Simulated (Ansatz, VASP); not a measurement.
**Two plane-wave programs on AlP**

```
Al P
1.0
     0.00000    2.73926    2.73926
     2.73926    0.00000    2.73926
     2.73926    2.73926    0.00000
Al P
1 1
Direct
  0.00000 0.00000 0.00000
  0.25000 0.25000 0.25000
```

Alike in both runs: task single point; functional LDA; k mesh 8 × 8 × 8; no spin polarisation.

|  | VASP | Ansatz |
| --- | --- | --- |
| version | VASP 6.6.1 | Ansatz 0.2.0 |
| potentials or method | VASP PAW LDA potentials, release 64 (Al, P) | plane waves, PAW |
| plane-wave cutoff (eV) | 500 | 420 |
| occupations | gaussian, width 0.01 eV | fixed |
| valence electrons in the cell | 8 | 8 |

VASP gave:

| Item | Value |
| --- | --- |
| gap on the k mesh at the Fermi level (eV) | 1.46 |

Q: Which values does Ansatz return?

A: gap on the k mesh at the Fermi level (eV): 1.47.

LDA's correlation is that of Perdew and Zunger in VASP and of Perdew and Wang (1992) in Ansatz.
